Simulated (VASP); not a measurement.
# BAs (F-43m) in VASP: single point with PBE

Aim: the single point of BAs with PBE.

Everything below comes from runs of VASP 6.6.1. Logs are shortened: lines on timing, memory, paths and dates and some standing lists are left out, and cuts for length are marked.

## Step 1: The cell of the first run

Symmetry: F-43m, No. 216, cubic system. Conventional cell: a = 4.777 Å, b = 4.777 Å, c = 4.777 Å, α = 90.00°, β = 90.00°, γ = 90.00°. Within 2.7 Å of B (site symmetry -43m) lie 4 As at 2.07 Å. As (site symmetry -43m) has 4 B at 2.07 Å within 2.7 Å.

## Step 2: Single point, PBE

INCAR reads:

```
SYSTEM = BAs
PREC = Accurate
ENCUT = 500
EDIFF = 1E-6
ISMEAR = 0
SIGMA = 0.01
LREAL = .False.
LASPH = .True.
NELM = 120
ALGO = Normal
ISIF = 2
LWAVE = .False.
LCHARG = .False.
GGA = PE
NBANDS = 11
GGA_COMPAT = .False.
```

KPOINTS reads:

```
Automatic mesh
0
Gamma
  4 4 4
  0 0 0
```

POSCAR reads:

```
BAs
1.0
    3.3778490000      0.0000000000      0.0000000000
    1.6889245000      2.9253030441      0.0000000000
    1.6889245000      0.9751010147      2.7580021594
B As
1 1
Direct
    0.0000000000      0.0000000000      0.0000000000
    0.2500000000      0.2500000000      0.2500000000
```

Potentials or basis: VASP PAW PBE potentials, release 64 (B, As).

Launch:

```sh
$ cat potpaw_PBE.64/B/POTCAR potpaw_PBE.64/As/POTCAR > POTCAR
$ mpirun -np 1 vasp_std > vasp.out
```

OUTCAR:

```text
SYSTEM = BAs
   PREC = Accurate
   ENCUT = 500
   EDIFF = 1E-6
   ISMEAR = 0
   LREAL = .False.
   LASPH = .True.
   NELM = 120
   ISIF = 2
   GGA = PE

 ion  position               nearest neighbor table
   1  0.000  0.000  0.000-   2 2.07   2 2.07   2 2.07   2 2.07
   2  0.250  0.250  0.250-   1 2.07   1 2.07   1 2.07   1 2.07

  LATTYP: Found a face centered cubic cell.
 ALAT       =     4.7769998674

  Lattice vectors:

 A1 = (   3.3778490000,   0.0000000000,   0.0000000000)
 A2 = (   1.6889245000,   2.9253030441,   0.0000000000)
 A3 = (   1.6889245000,   0.9751010147,   2.7580021594)

Analysis of symmetry for initial positions (statically):
=====================================================================
 Subroutine PRICEL returns:
 Original cell was already a primitive cell.

 Routine SETGRP: Setting up the symmetry group for a
 face centered cubic supercell.

 Subroutine GETGRP returns: Found 24 space group operations
 (whereof 24 operations were pure point group operations)
 out of a pool of 48 trial point group operations.

The static configuration has the point symmetry T_d .

Analysis of symmetry for dynamics (positions and initial velocities):
=====================================================================
 Subroutine PRICEL returns:
 Original cell was already a primitive cell.

 Routine SETGRP: Setting up the symmetry group for a
 face centered cubic supercell.

 Subroutine GETGRP returns: Found 24 space group operations
 (whereof 24 operations were pure point group operations)
 out of a pool of 48 trial point group operations.

The dynamic configuration has the point symmetry T_d .

 Subroutine INISYM returns: Found 24 space group operations
 (whereof 24 operations are pure point group operations),
 and found     1 'primitive' translations

----------------------------------------------------------------------------------------

                                     Primitive cell

  volume of cell :      27.2525

  direct lattice vectors                    reciprocal lattice vectors
     3.377849000  0.000000000  0.000000000     0.296046389 -0.170922463 -0.120860432
     1.688924500  2.925303044  0.000000000     0.000000000  0.341844925 -0.120860432
     1.688924500  0.975101015  2.758002159     0.000000000  0.000000000  0.362581297

  length of vectors
     3.377849000  3.377849000  3.377849000     0.362581297  0.362581297  0.362581297

  position of ions in fractional coordinates (direct lattice)
     0.000000000  0.000000000  0.000000000
     0.250000000  0.250000000  0.250000000

  ion indices of the primitive-cell ions
   primitive index   ion index
                 1           1
                 2           2

----------------------------------------------------------------------------------------

 KPOINTS: Automatic mesh

Automatic generation of k-mesh.
 Grid dimensions read from file:
 generate k-points for:    4    4    4

 Generating k-lattice:

  Cartesian coordinates                     Fractional coordinates (reciprocal lattice)
     0.074011597 -0.042730616 -0.030215108     0.250000000  0.000000000  0.000000000
     0.000000000  0.085461231 -0.030215108     0.000000000  0.250000000  0.000000000
     0.000000000  0.000000000  0.090645324     0.000000000  0.000000000  0.250000000

  Length of vectors
     0.090645324  0.090645324  0.090645324

  Shift w.r.t. Gamma in fractional coordinates (k-lattice)
     0.000000000  0.000000000  0.000000000

 Subroutine IBZKPT returns following result:
 ===========================================

 Found      8 irreducible k-points:

 Following reciprocal coordinates:
            Coordinates               Weight
  0.000000  0.000000  0.000000      1.000000
  0.250000  0.000000  0.000000      8.000000
  0.500000  0.000000  0.000000      4.000000
  0.250000  0.250000  0.000000      6.000000
  0.500000  0.250000  0.000000     24.000000
 -0.250000  0.250000  0.000000     12.000000
  0.500000  0.500000  0.000000      3.000000
 -0.250000  0.500000  0.250000      6.000000
   k-points           NKPTS =      8   k-points in BZ     NKDIM =      8   number of bands    NBANDS=     11
   number of dos      NEDOS =    301   number of ions     NIONS =      2
   total plane-waves  NPLWV =  21952
   dimension x,y,z NGX =    28 NGY =   28 NGZ =   28
   dimension x,y,z NGXF=    56 NGYF=   56 NGZF=   56
   ions per type =               1   1
   NGX,Y,Z   is equivalent  to a cutoff of  13.78, 13.78, 13.78 a.u.
   NGXF,Y,Z  is equivalent  to a cutoff of  27.56, 27.56, 27.56 a.u.
 SYSTEM =  BAs
   PREC   = accura    normal or accurate (medium, high low for compatibility)
   ISTART =      0    job   : 0-new  1-cont  2-samecut
   ICHARG =      2    charge: 1-file 2-atom 10-const
   ISPIN  =      1    spin polarized calculation?
   LNONCOLLINEAR =      F non collinear calculations
   LSORBIT =      F    spin-orbit coupling
   LASPH  =      T    aspherical Exc in radial PAW
   ENCUT  =  500.0 eV  36.75 Ry    6.06 a.u.   6.16  6.16  6.16*2*pi/ulx,y,z
   NELM   =    120;   NELMIN=  2; NELMDL= -5     # of ELM steps
   EDIFF  = 0.1E-05   stopping-criterion for ELM
   LREAL  =      F    real-space projection
   EDIFFG = 0.1E-04   stopping-criterion for IOM
   NSW    =      0    number of steps for IOM
   IBRION =     -1    ionic relax: 0-MD 1-quasi-New 2-CG
   NFREE  =      0    steps in history (QN), initial steepest desc. (CG)
   ISIF   =      2    stress and relaxation
   ISYM   =      2    0-nonsym 1-usesym 2-fastsym
   POTIM  = 0.5000    time-step for ionic-motion
   TEBEG  =    0.0;   TEEND  =   0.0 temperature during run
   PSTRESS=    0.0 pullay stress
   NELECT =       8.0000    total number of electrons
   NUPDOWN=      -1.0000    fix difference up-down
   EMIN   =  10.00;   EMAX   =-10.00  energy-range for DOS
   EFERMI =   0.00;   METHOD = LEGACY
   ISMEAR =     0;   SIGMA  =   0.01  broadening in eV -4-tet -1-fermi 0-gaus
   EFERMI_NEDOS =   21; number of points for ismear=-14 and -15
   IALGO  =     38    algorithm
   IMIX   =      4    mixing-type and parameters
     AMIX     =   0.40;   BMIX     =  1.00
     AMIX_MAG =   1.60;   BMIX_MAG =  1.00
  volume/ion in A,a.u.               =      13.63        91.95
  Fermi-wavevector in a.u.,A,eV,Ry     =   1.088018  2.056057 16.106361  1.183784
  Thomas-Fermi vector in A             =   2.224191
   LORBIT       =      0    0 simple, 1 ext, 2 COOP (PROOUT), +10 PAW based schemes
   GGA     = PE    functional components
   LHFCALC =     F    Hartree Fock is set to
   AEXX    =    0.0000 exact exchange contribution
   IVDW    =     0    specifies the selected vdW correction
   LEPSILON=     F    determine dielectric tensor
   LRPA    =     F    only Hartree local field effects (RPA)
 non-spin polarized calculation
 Gauss-broadening in eV      SIGMA  =   0.01
  energy-cutoff  :      500.00
  volume of cell :       27.25
 maximum number of plane-waves:       701
 NGX is ok and might be reduce to    28
   NGX = 13   NGY = 13   NGZ = 13

 number of electron       8.0000000 magnetization

 Free energy of the ion-electron system (eV)
  ---------------------------------------------------
  ext. energy  EPLUGINS =         0.00000000
  ---------------------------------------------------
  free energy    TOTEN  =       -11.22749510 eV

  energy without entropy =      -11.22749510  energy(sigma->0) =      -11.22749510

 E-fermi :   6.2932     XC(G=0): -10.5627

 val. band max:        6.1664184967   @ k =   0.0000   0.0000   0.0000
 cond. band min:       7.5762910071   @ k =   0.5000   0.5000   0.0000
 fundamental gap:      1.4098725104
 Fermi energy:         6.2932497252

 k-point     1 :       0.0000    0.0000    0.0000
  band No.  band energies     occupation
      1      -9.2469      2.00000
      2       6.1664      2.00000
      3       6.1664      2.00000
      4       6.1664      2.00000
      5       9.4260      0.00000
      6       9.4260      0.00000
      7       9.4260      0.00000
      8      10.8564      0.00000
      9      15.7439      0.00000
     10      19.0910      0.00000
     11      19.0910      0.00000

 k-point     2 :       0.2500    0.0000    0.0000
  band No.  band energies     occupation
      1      -8.2450      2.00000
      2       1.2186      2.00000
      3       5.0133      2.00000
      4       5.0133      2.00000
      5       9.2266      0.00000
      6      10.8037      0.00000
      7      10.8037      0.00000
      8      14.0661      0.00000
      9      17.3700      0.00000
     10      17.3700      0.00000
     11      17.4511      0.00000

 k-point     3 :       0.5000    0.0000    0.0000
  band No.  band energies     occupation
      1      -6.3731      2.00000
      2      -2.6347      2.00000
      3       4.3399      2.00000
      4       4.3399      2.00000
      5       8.8535      0.00000
      6      10.9284      0.00000
      7      10.9284      0.00000
      8      15.0218      0.00000
      9      18.8855      0.00000
     10      20.7207      0.00000
     11      20.7207      0.00000

 k-point     4 :       0.2500    0.2500    0.0000
  band No.  band energies     occupation
      1      -7.9001      2.00000
      2       2.0642      2.00000
      3       3.4535      2.00000
      4       3.4535      2.00000
      5       7.8077      0.00000
      6      10.6720      0.00000
      7      13.5530      0.00000
      8      13.5530      0.00000
      9      16.4416      0.00000
     10      19.9946      0.00000
     11      20.5828      0.00000

 k-point     5 :       0.5000    0.2500    0.0000
  band No.  band energies     occupation
      1      -5.9672      2.00000
      2      -1.5621      2.00000
      3       1.4202      2.00000
      4       2.9805      2.00000
      5       8.5411      0.00000
      6      12.0025      0.00000
      7      13.8326      0.00000
      8      14.0628      0.00000
      9      18.1577      0.00000
     10      21.1536      0.00000
     11      21.9002      0.00000

 k-point     6 :      -0.2500    0.2500    0.0000
  band No.  band energies     occupation
      1      -6.7255      2.00000
      2      -0.4849      2.00000
      3       1.0621      2.00000
      4       4.1926      2.00000
      5       9.6679      0.00000
      6      12.2646      0.00000
      7      13.1262      0.00000
      8      13.5502      0.00000
      9      16.5069      0.00000
     10      18.3018      0.00000
     11      21.7975      0.00000

 k-point     7 :       0.5000    0.5000    0.0000
  band No.  band energies     occupation
      1      -5.0552      2.00000
      2      -2.3718      2.00000
      3       2.0759      2.00000
      4       2.0759      2.00000
      5       7.5763      0.00000
      6       7.5935      0.00000
      7      17.5313      0.00000
      8      17.5313      0.00000
      9      19.0395      0.00000
     10      23.4364      0.00000
     11      23.9645      0.00000

 k-point     8 :      -0.2500    0.5000    0.2500
  band No.  band energies     occupation
      1      -4.8935      2.00000
      2      -1.9039      2.00000
      3       0.6617      2.00000
      4       0.9570      2.00000
      5      11.4012      0.00000
      6      12.0996      0.00000
      7      12.9513      0.00000
      8      13.1857      0.00000
      9      18.4494      0.00000
     10      21.6959      0.00000
     11      21.8421      0.00000

------------------------ aborting loop because EDIFF is reached ----------------------------------------

  FORCE on cell =-STRESS in cart. coord.  units (eV):
  Direction    XX          YY          ZZ          XY          YZ          ZX
  --------------------------------------------------------------------------------------
  -------------------------------------------------------------------------------------
  Total        0.6863400      0.6863400      0.6863400      0.0000000     -0.0000000     -0.0000000
  in kB       40.3500583     40.3500583     40.3500583      0.0000000     -0.0000000     -0.0000000
  external PRESSURE =      40.3500583 kB  Pullay stress =       0.0000000 kB

 VOLUME and BASIS-vectors are now :
 -----------------------------------------------------------------------------
  energy-cutoff  :      500.00
  volume of cell :       27.25
      direct lattice vectors                 reciprocal lattice vectors
     3.377849000  0.000000000  0.000000000     0.296046389 -0.170922463 -0.120860432
     1.688924500  2.925303044  0.000000000     0.000000000  0.341844925 -0.120860432
     1.688924500  0.975101015  2.758002159     0.000000000  0.000000000  0.362581297

 POSITION                                       TOTAL-FORCE (eV/Angst)
 -----------------------------------------------------------------------------------
      0.00000      0.00000      0.00000        -0.000000      0.000000      0.000000
      1.68892      0.97510      0.68950         0.000000     -0.000000     -0.000000
 -----------------------------------------------------------------------------------
    total drift:                               -0.000000     -0.000000     -0.000000

  FREE ENERGIE OF THE ION-ELECTRON SYSTEM (eV)
  ---------------------------------------------------
  free  energy   TOTEN  =       -11.2274950961 eV

  energy  without entropy=      -11.2274950961  energy(sigma->0) =      -11.22749510
```

Run time: 6.7 s. Hardware: 1 thread of AMD EPYC 7R13, shared host; peak memory 0.12 GiB.

What came out:

| Property | Result |
| --- | --- |
| Free energy | -11.2275 eV |
| Pressure | 4.0 GPa |
| Band gap on the k mesh | 1.41 eV, indirect (least direct gap 3.26 eV) |

Levels at points of the mesh, in eV from the valence-band top:
```
           k point  band 2  band 3  band 4  band 5  band 6  band 7
(0.00, 0.00, 0.00)    0.00    0.00    0.00    3.26    3.26    3.26
(0.50, 0.00, 0.00)   -8.80   -1.83   -1.83    2.69    4.76    4.76
(0.50, 0.50, 0.00)   -8.54   -4.09   -4.09    1.41    1.43   11.36
```

Caveat: the k points lie up to 0.57 Å⁻¹ apart. A hybrid or GW would open this gap; PBE tends to underestimate it.
